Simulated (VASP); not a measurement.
A run of VASP 6.6.1:

Contents of INCAR:

```
SYSTEM = C
PREC = Accurate ; ENCUT = 520
EDIFF = 1E-7 ; ISMEAR = 0
SIGMA = 0.05 ; LREAL = .False.
LASPH = .True. ; NELM = 100
ALGO = Normal ; ISIF = 2
LWAVE = .False. ; LCHARG = .True.
GGA = PE ; LELF = .True.
LVHAR = .True. ; NBANDS = 11
```

KPOINTS

```
regular mesh
0
Gamma
  12 12 12
  0 0 0
```

POSCAR

```
C
1.0
    0.0000000000      1.7991305634      1.7991305634
    1.7857375319      0.0133930315      1.7857375319
    1.7857375319      1.7857375319      0.0133930315
C
2
Direct
    0.5000000000      0.5000000000      0.5000000000
    0.7500000000      0.7500000000      0.7500000000
```

Potentials or basis: VASP PAW PBE potentials, release 64 (C).

Command:

```console
$ cat potpaw_PBE.64/C/POTCAR > POTCAR
$ mpirun -np 1 vasp_std > vasp.out
```

Hardware: 1 thread of AMD EPYC 7R13 (shared host).

Q: Estimate the wall time of this run.

A: Run time: 63 s on 1 thread of AMD EPYC 7R13, on a shared host, peak memory 0.11 GiB. Counts: scf iterations 11, k points 280.
